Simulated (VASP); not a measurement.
Here is a VASP 6.6.1 calculation.

File INCAR:

```
  PREC = Accurate
  ENCUT = 600
  EDIFF = 1E-6
  ISMEAR = 0
  SIGMA = 0.02
  LREAL = False
  LASPH = True
  NELM = 120
  ALGO = Normal
  ISIF = 2
  LWAVE = False
  LCHARG = False
  GGA = PE
  NBANDS = 30
  GGA_COMPAT = False
```

Contents of KPOINTS:

```
Automatic mesh
0
Gamma
  8 8 8
```

File POSCAR:

```
ScAl3N4
1.0
   -3.2260879834      0.0000000000      0.0000000000
    0.0000000000      5.6297024760      0.0001732138
    1.6130439917     -2.8150083094     -5.0979812103
Sc Al N
1 3 4
Direct
    0.0047844468      0.3349466353      0.0095688936
    0.5002747733      0.8367819288      0.0005495466
    0.7532799367      0.4166546957      0.5065598735
    0.2456516145      0.9163687662      0.4913032291
    0.8001120971      0.1307181749      0.6002241942
    0.3065315795      0.6433240979      0.6130631590
    0.5678854991      0.2141066669      0.1357709982
    0.0574800529      0.7430990344      0.1149601059
```

Potentials or basis: VASP PAW PBE potentials, release 64 (Sc_sv, Al, N).

Launch:

```bash
$ cat potpaw_PBE.64/Sc_sv/POTCAR potpaw_PBE.64/Al/POTCAR potpaw_PBE.64/N/POTCAR > POTCAR
$ mpirun -np 1 vasp_std > vasp.out
```

Problem. Predict the largest force.

Solution. 0.087 eV/Å.

Problem. Predict the pressure.

Solution. 0.0 GPa.

Problem. What does it give for the band gap on the k mesh?

Solution. 3.59 eV (least direct gap 3.70 eV).

Forces in eV/Å, atoms in the order of the input:
```
Sc   0.000  0.016  0.011
Al   0.000 -0.002  0.001
Al   0.000  0.000  0.000
Al   0.000  0.002  0.002
N    0.000 -0.001  0.057
N    0.000 -0.002 -0.008
N    0.000 -0.074 -0.046
N    0.000  0.061 -0.017
```

A k mesh can miss the band edges.
